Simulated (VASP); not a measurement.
# C (C2/c) in VASP: a series of runs

C is run at these levels: PBE+D3(BJ); tasks: single point.

All numbers are computed with VASP 6.6.1; they aren't measurements. Logs are shortened: lines on timing, memory, paths and dates and some standing lists are left out, and cuts for length are marked.

**1. The cell of the first run**

The structure is monoclinic, space group C2/c (No. 15). The conventional cell has a = 2.465 Å, b = 4.269 Å, c = 20.606 Å, α = 90.00°, β = 90.57°, γ = 90.00°. Within 1.9 Å of C (site symmetry 1) lie 3 C at 1.42 Å. Within 1.9 Å of C (site symmetry 1) lie 3 C at 1.42 Å. C (site symmetry 2) has 3 C at 1.42 Å within 1.9 Å. Within 1.9 Å of C (site symmetry 2) lie 3 C at 1.42 Å.

**2. Single point, PBE+D3(BJ) (strain -0.0100 x Voigt [0, 0, 0, 0, 1, 0])**

INCAR

```
  PREC = Accurate
  ENCUT = 520
  EDIFF = 1E-7
  ISMEAR = 0
  SIGMA = 0.15
  LREAL = False
  LASPH = True
  NELM = 100
  ALGO = Normal
  ISIF = 2
  LWAVE = False
  LCHARG = False
  GGA = PE
  IVDW = 12
  NBANDS = 36
```

KPOINTS

```
regular mesh
0
Gamma
  18 18 2
```

POSCAR

```
C
1.0
    2.4648840281      0.0000000000     -0.0123244201
   -1.2324420141      2.1346521857      0.0061622101
   -0.1030304738      0.0000000000     20.6060947640
C
12
Direct
    0.6666666667      0.3333333333      0.9519899901
    0.6666666667      0.3333333333      0.4520101828
    0.6666666667      0.3333333333      0.7793231472
    0.6666666667      0.3333333333      0.2793433400
    0.0000000000      0.0000000000      0.6156666650
    0.3333333333      0.6666666667      0.2793231472
    0.0000000000      0.0000000000      0.1156666650
    0.6666666667      0.3333333333      0.6156666650
    0.3333333333      0.6666666667      0.7793433400
    0.3333333333      0.6666666667      0.1156666650
    0.3333333333      0.6666666667      0.4519899901
    0.3333333333      0.6666666667      0.9520101828
```

Potentials or basis: VASP PAW PBE potentials, release 64 (C).

The run is started by

```console
$ cat potpaw_PBE.64/C/POTCAR > POTCAR
$ mpirun -np 1 vasp_std > vasp.out
```

OUTCAR:

```text
PREC = Accurate
   ENCUT = 520
   EDIFF = 1E-7
   ISMEAR = 0
   LREAL = False
   LASPH = True
   NELM = 100
   ISIF = 2
   GGA = PE
   IVDW = 12
 IVDW          = 12

 ion  position               nearest neighbor table
   1  0.667  0.333  0.952-  12 1.42  12 1.42  12 1.42
   2  0.667  0.333  0.452-  11 1.42  11 1.42  11 1.42
   3  0.667  0.333  0.779-   9 1.42   9 1.42   9 1.42
   4  0.667  0.333  0.279-   6 1.42   6 1.42   6 1.42
   5  0.000  0.000  0.616-   8 1.42   8 1.42   8 1.42
   6  0.333  0.667  0.279-   4 1.42   4 1.42   4 1.42
   7  0.000  0.000  0.116-  10 1.42  10 1.42  10 1.42
   8  0.667  0.333  0.616-   5 1.42   5 1.42   5 1.42
   9  0.333  0.667  0.779-   3 1.42   3 1.42   3 1.42
  10  0.333  0.667  0.116-   7 1.42   7 1.42   7 1.42
  11  0.333  0.667  0.452-   2 1.42   2 1.42   2 1.42
  12  0.333  0.667  0.952-   1 1.42   1 1.42   1 1.42

  LATTYP: Found a base centered monoclinic cell.
 ALAT       =     2.4649148390
 B/A-ratio  =     1.7320291573
 C/A-ratio  =     8.3598638026
 COS(beta)  =    -0.0099997500

  Lattice vectors:

 A1 = (   1.2324420141,  -2.1346521857,  -0.0061622101)
 A2 = (   1.2324420140,   2.1346521857,  -0.0061622100)
 A3 = (  -0.1030304738,   0.0000000000,  20.6060947640)

Analysis of symmetry for initial positions (statically):
=====================================================================
 Subroutine PRICEL returns:
 Original cell was already a primitive cell.

 Routine SETGRP: Setting up the symmetry group for a
 base centered monoclinic supercell.

 Subroutine GETGRP returns: Found  4 space group operations
 (whereof  1 operations were pure point group operations)
 out of a pool of  4 trial point group operations.

The static configuration has the point symmetry C_1 .
 The point group associated with its full space group is C_2h.

Analysis of symmetry for dynamics (positions and initial velocities):
=====================================================================
 Subroutine PRICEL returns:
 Original cell was already a primitive cell.

 Routine SETGRP: Setting up the symmetry group for a
 base centered monoclinic supercell.

 Subroutine GETGRP returns: Found  4 space group operations
 (whereof  1 operations were pure point group operations)
 out of a pool of  4 trial point group operations.

The dynamic configuration has the point symmetry C_1 .
 The point group associated with its full space group is C_2h.

 Subroutine INISYM returns: Found  4 space group operations
[... 127 lines left out ...]
   PSTRESS=    0.0 pullay stress
   NELECT =      48.0000    total number of electrons
   NUPDOWN=      -1.0000    fix difference up-down
   EMIN   =  10.00;   EMAX   =-10.00  energy-range for DOS
   EFERMI =   0.00;   METHOD = LEGACY
   ISMEAR =     0;   SIGMA  =   0.15  broadening in eV -4-tet -1-fermi 0-gaus
   EFERMI_NEDOS =   21; number of points for ismear=-14 and -15
   IALGO  =     38    algorithm
   IMIX   =      4    mixing-type and parameters
     AMIX     =   0.40;   BMIX     =  1.00
     AMIX_MAG =   1.60;   BMIX_MAG =  1.00
  volume/ion in A,a.u.               =       9.03        60.97
  Fermi-wavevector in a.u.,A,eV,Ry     =   1.247726  2.357860 21.181812  1.556819
  Thomas-Fermi vector in A             =   2.381845
   LORBIT       =      0    0 simple, 1 ext, 2 COOP (PROOUT), +10 PAW based schemes
   GGA     = PE    functional components
   LHFCALC =     F    Hartree Fock is set to
   AEXX    =    0.0000 exact exchange contribution
   IVDW    =    12    specifies the selected vdW correction
   LEPSILON=     F    determine dielectric tensor
   LRPA    =     F    only Hartree local field effects (RPA)
 non-spin polarized calculation
 Gauss-broadening in eV      SIGMA  =   0.15
  energy-cutoff  :      520.00
  volume of cell :      108.42
 maximum number of plane-waves:      2961
   NGX =  9   NGY =  9   NGZ = 77

 number of electron      47.9999985 magnetization

 Free energy of the ion-electron system (eV)
  ---------------------------------------------------
  ext. energy  EPLUGINS =         0.00000000
  ---------------------------------------------------
  free energy    TOTEN  =      -110.55107915 eV

  energy without entropy =     -110.54882147  energy(sigma->0) =     -110.54995031

 E-fermi :   4.4767     XC(G=0): -10.1561

 val. band max:        4.4739040234   @ k =   0.3333   0.3333   0.0000
 cond. band min:       4.4772487132   @ k =   0.3333   0.3333   0.0000
 fundamental gap:      0.0033446898
 Fermi energy:         4.4766690619

 k-point     1 :       0.0000    0.0000    0.0000
  band No.  band energies     occupation
      1     -15.1546      2.00000
      2     -15.1091      2.00000
      3     -15.0772      2.00000
      4     -14.9831      2.00000
      5     -14.9472      2.00000
      6     -14.8981      2.00000
[... 925 lines left out ...]
     35      12.8278      0.00000
     36      12.8984      0.00000

 [... further k-points ...]

------------------------ aborting loop because EDIFF is reached ----------------------------------------

 Edisp (eV)   -1.82537

 E8    (eV) :    -0.5157

  FORCE on cell =-STRESS in cart. coord.  units (eV):
  Direction    XX          YY          ZZ          XY          YZ          ZX
  --------------------------------------------------------------------------------------
  -------------------------------------------------------------------------------------
  Total       0.46307     0.47074    -0.06291    -0.00000     0.00000     0.00081
  in kB       6.84305     6.95638    -0.92967    -0.00000     0.00000     0.01200
  external pressure =        4.29 kB  Pullay stress =        0.00 kB

 VOLUME and BASIS-vectors are now :
 -----------------------------------------------------------------------------
  energy-cutoff  :      520.00
  volume of cell :      108.42
      direct lattice vectors                 reciprocal lattice vectors
     2.464884028  0.000000000 -0.012324420     0.405708743  0.234230196  0.002028544
    -1.232442014  2.134652186  0.006162210     0.000000000  0.468460392  0.000000000
    -0.103030474  0.000000000 20.606094764     0.000242653 -0.000000000  0.048530545

 POSITION                                       TOTAL-FORCE (eV/Angst)
 -----------------------------------------------------------------------------------
      1.13436      0.71155     19.61063        -0.001372      0.000132     -0.000235
      1.18587      0.71155      9.30800        -0.000927      0.000176     -0.000228
      1.15215      0.71155     16.05264         0.000927      0.000176      0.000228
      1.20366      0.71155      5.75001         0.001372      0.000132      0.000235
     -0.06343      0.00000     12.68649        -0.000000      0.000079      0.000000
     -0.02878      1.42310      5.75576         0.000927     -0.000176      0.000228
     -0.01192      0.00000      2.38344         0.000000     -0.000079     -0.000000
      1.16901      0.71155     12.68032         0.000000     -0.000178     -0.000000
     -0.08030      1.42310     16.05922         0.001372     -0.000132      0.000235
     -0.01192      1.42310      2.38344        -0.000000      0.000178      0.000000
     -0.04657      1.42310      9.31375        -0.001372     -0.000132     -0.000235
     -0.09809      1.42310     19.61721        -0.000927     -0.000176     -0.000228
 -----------------------------------------------------------------------------------
    total drift:                                0.000000      0.000000     -0.000004

  FREE ENERGIE OF THE ION-ELECTRON SYSTEM (eV)
  ---------------------------------------------------
  free  energy   TOTEN  =      -112.3764477387 eV

  energy  without entropy=     -112.3741900615  energy(sigma->0) =     -112.37531890
```

stdout:

```text
POSCAR found type information on POSCAR C
 POSCAR found :  1 types and      12 ions
 scaLAPACK will be used
 LDA part: xc-table for (Slater+PW92), standard interpolation
 POSCAR, INCAR and KPOINTS ok, starting setup
 FFT: planning ... GRIDC
 FFT: planning ... GRID_SOFT
 FFT: planning ... GRID
 WAVECAR not read
 entering main loop
```

Wall time 5.8 min (1 thread of AMD EPYC 9R45 (Zen 5), shared host); peak memory 0.51 GiB.

What came out:

```yaml
Free_energy: -112.3764 eV
Pressure: 0.4 GPa
Dispersion_energy_per_atom: -0.152 eV
```

Levels at points of the mesh, in eV from the Fermi level:
```tsv
k point	band 20	band 21	band 22	band 23	band 24	band 25	band 26	band 27	band 28	band 29
(0.00, 0.00, 0.00)	-3.01	-3.00	-3.00	-3.00	-3.00	4.10	5.15	5.44	7.85	8.32
(0.50, 0.00, 0.00)	-2.60	-2.54	-2.24	-2.10	-1.98	1.32	1.35	1.61	1.88	2.00
(0.00, 0.50, 0.00)	-2.60	-2.54	-2.24	-2.10	-1.98	1.32	1.35	1.61	1.88	2.00
(0.00, 0.00, 0.50)	-3.01	-3.00	-3.00	-3.00	-3.00	4.41	4.41	6.58	6.58	8.33
(0.50, 0.00, 0.50)	-2.71	-2.39	-2.36	-2.03	-2.01	1.32	1.34	1.70	1.74	2.14
(0.00, 0.50, 0.50)	-2.72	-2.37	-2.37	-2.02	-2.02	1.33	1.33	1.72	1.72	2.15
```

Caveat: the cell differs from its parent crystal (strain -0.0100 x Voigt [0, 0, 0, 0, 1, 0]).

(Continued in part 2 of 2.)
